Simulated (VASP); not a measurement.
A run of VASP 6.6.1:

The input INCAR:

```
SYSTEM = Y
  PREC = Accurate
  ENCUT = 600
  EDIFF = 1E-7
  ISMEAR = -1
  SIGMA = 0.08
  LREAL = .False.
  LASPH = .True.
  NELM = 100
  ALGO = Normal
  ISIF = 3
  LWAVE = .False.
  LCHARG = .False.
  GGA = PE
  IBRION = 2
  NSW = 60
  EDIFFG = -0.005
```

KPOINTS

```
Automatic mesh
0
Gamma
  6 6 9
  0 0 0
```

File POSCAR:

```
Y
1.0
    5.6881910690      0.0000000000      0.0000000000
   -2.8440955345      4.9261179673      0.0000000000
    0.0000000000      0.0000000000      3.5266784628
Y
3
Direct
    0.0000000000      0.0000000000      0.0000000000
    0.3333333333      0.6666666667      0.5000000000
    0.6666666667      0.3333333333      0.5000000000
```

Potentials or basis: VASP PAW PBE potentials, release 64 (Y_sv).

The run is started by

```sh
$ cat potpaw_PBE.64/Y_sv/POTCAR > POTCAR
$ mpirun -np 1 vasp_std > vasp.out
```

Hardware: 1 thread of AMD EPYC 9R45 96-Core Processor (Zen 5) (shared host).

Q: Estimate the wall time of this run.

A: It took 3.6 min on 1 thread of AMD EPYC 9R45 96-Core Processor (Zen 5), on a shared host, peak memory 0.26 GiB. Counts: scf iterations 50, k points 35, ion steps 5.
